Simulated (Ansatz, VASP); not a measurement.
## Two plane-wave programs on BaS

```xyz
2
Lattice="0.0000 3.1723 3.1723 3.1723 0.0000 3.1723 3.1723 3.1723 0.0000" Properties=species:S:1:pos:R:3 pbc="T T T"
Ba    0.0000    0.0000    0.0000
S     3.1723    3.1723    3.1723
```

Change from the starting cell: volume scaled by 0.98, PAW files.

Alike in both runs: task electric field gradients; functional LDA; k mesh 7 × 7 × 7; occupations fermi-dirac, width 0.01 eV; no spin polarisation.

|  | VASP | Ansatz |
| --- | --- | --- |
| version | VASP 6.6.1 | Ansatz 0.2.0 |
| potentials or method | VASP PAW LDA potentials, release 64 (Ba_sv, S) | PAW with Ansatz's default frozen-core files, scalar-relativistic |
| plane-wave cutoff (eV) | 520 | 420 |
| valence electrons in the cell | 16 | 16 |

Ansatz gave:

| Property | Result |
| --- | --- |
| gap on the k mesh at the Fermi level (eV) | 2.03 |
| pressure (GPa) | -1.6 |

Task: Which values does VASP return?

Result: gap on the k mesh at the Fermi level (eV): 1.93; pressure (GPa): -1.0.

LDA's correlation is that of Perdew and Zunger in VASP and of Perdew and Wang (1992) in Ansatz.

Spin-orbit coupling is off throughout.
